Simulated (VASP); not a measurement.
## InSb: electric field gradients with PBE

The system is InSb.

```
In Sb
1.0
     5.39248    0.00000    0.00000
     0.00000    5.74983    0.00000
     0.00000    0.00000    3.08329
In Sb
2 2
Direct
  0.00000 0.00000 0.00000
  0.50000 0.50000 0.00000
  0.50000 0.00000 0.83500
  0.00000 0.50000 0.16500
```

```json
{"Program": "VASP 6.6.1", "Task": "electric field gradients", "Functional": "PBE", "Potentials or basis": "VASP PAW PBE potentials, release 64 (In_d, Sb)", "Cutoff": "520 eV", "k mesh": "6 × 6 × 11", "Occupations": "fermi-dirac, width 0.08 eV", "Spin": "no spin polarisation", "Dipole correction": "no", "Further INCAR settings": "ALGO = Normal; EDIFF = 1e-08; NBANDS = 26"}
```

| Item | Value |
| --- | --- |
| Pressure | 15.5 GPa |
| Largest force | 0.705 eV/Å |
| Band gap on the k mesh | zero (bands 18 and 19 overlap by 3.25 eV) |
| Largest electric field gradient by atom | In -81.2; Sb +156.8 V/Å² |

Forces in eV/Å, atoms in the order of the input:
```
In   0.000  0.000  0.259
In   0.000  0.000 -0.259
Sb   0.000  0.000 -0.705
Sb   0.000  0.000  0.705
```

Stress tensor (GPa, compression positive):
```
26.86  0.00  0.00
 0.00 12.54  0.00
 0.00  0.00  7.24
```

Levels at points of the mesh, in eV from the Fermi level:
```csv
k point,band 14,band 15,band 16,band 17,band 18,band 19,band 20,band 21,band 22,band 23
"(0.00, 0.00, 0.00)",-5.74,-5.66,-2.91,-2.69,-2.17,3.07,4.22,4.26,6.24,7.25
"(0.50, 0.00, 0.00)",-6.70,-4.37,-4.37,0.97,0.97,4.23,4.23,4.59,4.59,6.55
"(0.00, 0.50, 0.00)",-5.86,-4.55,-4.55,-0.37,-0.37,3.80,3.80,4.44,4.44,6.39
"(0.50, 0.50, 0.00)",-8.47,-0.44,-0.44,1.32,1.32,2.40,2.40,2.68,2.68,4.57
```

Electric field gradients, principal values (V/Å²):
```csv
atom,least,middle,greatest (by size)
1 In,12.586,68.637,-81.224
2 In,12.586,68.637,-81.224
3 Sb,-74.956,-81.814,156.770
4 Sb,-74.956,-81.814,156.770
```

Wall time 2.8 min on 1 thread of Intel(R) Xeon(R) Platinum 8488C (Sapphire Rapids), with other jobs on the host, peak memory 0.34 GiB.

Caveat: the stress differs along the axes, from 7 to 27 GPa; without QUAD_EFG the Cq values of the log hold for a quadrupole moment of 1 mb, not for the nuclei; spin-orbit coupling is left out, which moves the levels of the heavy elements.
